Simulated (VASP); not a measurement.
Input of a VASP 6.6.1 run:

The input INCAR:

```
SYSTEM = Si4O7
  ALGO = Normal
  EDIFF = 1E-6
  ENCUT = 520
  GGA = PS
  GGA_COMPAT = .False.
  ISIF = 2
  ISMEAR = 0
  LASPH = .True.
  LCHARG = .False.
  LREAL = .False.
  LWAVE = .False.
  NBANDS = 40
  NELM = 120
  PREC = Accurate
  SIGMA = 0.05
```

KPOINTS

```
k-points
0
Gamma
  4 4 4
  0 0 0
```

File POSCAR:

```
Si4O7
1.0
    5.0280710683      0.0000000000      0.0000000000
    0.0000000000      5.0280710683      0.0000000000
    0.0000000000      0.0000000000      7.0088699743
Si O
4 7
Direct
    0.2980688188      0.2980688188      0.0000000000
    0.2019311812      0.7980688188      0.2500000000
    0.7019311812      0.7019311812      0.5000000000
    0.7980688188      0.2019311812      0.7500000000
    0.3980464015      0.7395636083      0.4283767439
    0.7604363917      0.8980464015      0.6783767439
    0.6019535985      0.2604363917      0.9283767439
    0.7395636083      0.3980464015      0.5716232561
    0.8980464015      0.7604363917      0.3216232561
    0.2570926353      0.6773329434      0.0887248398
    0.1019535985      0.2395636083      0.8216232561
```

Potentials or basis: VASP PAW PBE potentials, release 64 (Si, O).

Launch:

```sh
$ cat potpaw_PBE.64/Si/POTCAR potpaw_PBE.64/O/POTCAR > POTCAR
$ mpirun -np 1 vasp_std > vasp.out
```

Problem. What does it give for the band gap on the k mesh?

Solution. 1.89 eV.

Problem. Predict the largest force.

Solution. 25.228 eV/Å.

Forces on the atoms (eV/Å):
```
Si   -0.761  -0.155   2.994
Si   -4.391  11.508  17.828
Si   -0.021   0.111   0.002
Si    0.005  -0.092  -0.280
O     0.018   0.309   0.545
O     0.040   0.086   0.124
O     0.131   0.498  -0.121
O    -0.028   0.004  -0.030
O    -0.288   0.321   0.339
O     5.252 -13.073 -20.928
O     0.044   0.482  -0.474
```

Caveat: the cell differs from its parent crystal (atoms taken out, atom 10 moved -0.125 of the way to it and +0.225 Å across, host rigid); the PAW data sets were made with another functional, which shifts forces and pressure a little.
